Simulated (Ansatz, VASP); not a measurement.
**GaAs: VASP beside Ansatz**

File INCAR:

```
SYSTEM = GaAs
  PREC = Accurate
  ENCUT = 520
  EDIFF = 1E-8
  ISMEAR = -1
  SIGMA = 0.05
  LREAL = .FALSE.
  LASPH = .TRUE.
  NELM = 60
  ALGO = Normal
  ISIF = 2
  LWAVE = .FALSE.
  LCHARG = .FALSE.
  LEFG = .TRUE.
  NBANDS = 16
```

Contents of KPOINTS:

```
Automatic mesh
0
G
  11 11 11
  0 0 0
```

The input POSCAR:

```
GaAs
1.0
    0.0000000000      2.7886446409      2.7886446409
    2.7886446409      0.0000000000      2.7886446409
    2.7886446409      2.7886446409      0.0000000000
Ga As
1 1
Direct
    0.0000000000      0.0000000000      0.0000000000
    0.7500000000      0.7500000000      0.7500000000
```

Input for Ansatz:

```yaml
crystal:
  lattice:
    - [0.0, 2.7886446409, 2.7886446409]
    - [2.7886446409, 0.0, 2.7886446409]
    - [2.7886446409, 2.7886446409, 0.0]
  atoms:
    - { symbol: Ga, position: [0.0, 0.0, 0.0] }
    - { symbol: As, position: [0.75, 0.75, 0.75] }
kpoints:
  mp_grid: { grid: [11, 11, 11] }
scf:
  occupations: { method: fermi_dirac, width: 0.05 }
hamiltonian:
  xc: lda
  pseudopotentials: { kind: paw }
output:
  forces: true
  stress: true
  eigenvalues: true
  efg: { contact_densities: true }
```

Change from the starting cell: volume scaled by 0.96, PAW files.

Alike in both runs: task electric field gradients; functional LDA; k mesh 11 × 11 × 11; occupations fermi-dirac, width 0.05 eV; no spin polarisation.

|  | VASP | Ansatz |
| --- | --- | --- |
| version | VASP 6.6.1 | Ansatz 0.2.0 |
| potentials or method | VASP PAW LDA potentials, release 64 (Ga_d, As) | PAW with Ansatz's default frozen-core files, scalar-relativistic |
| plane-wave cutoff (eV) | 520 | 420 |
| valence electrons in the cell | 18 | 28 |

Ansatz gave:

- pressure (GPa): 1.1

Question: Estimate VASP's values.

Answer: Pressure (GPa): 1.4.

LDA's correlation is that of Perdew and Zunger in VASP and of Perdew and Wang (1992) in Ansatz. VASP's potentials hold 18 valence electrons a cell and Ansatz's 28, so a difference there can come from the potentials and not from the codes.
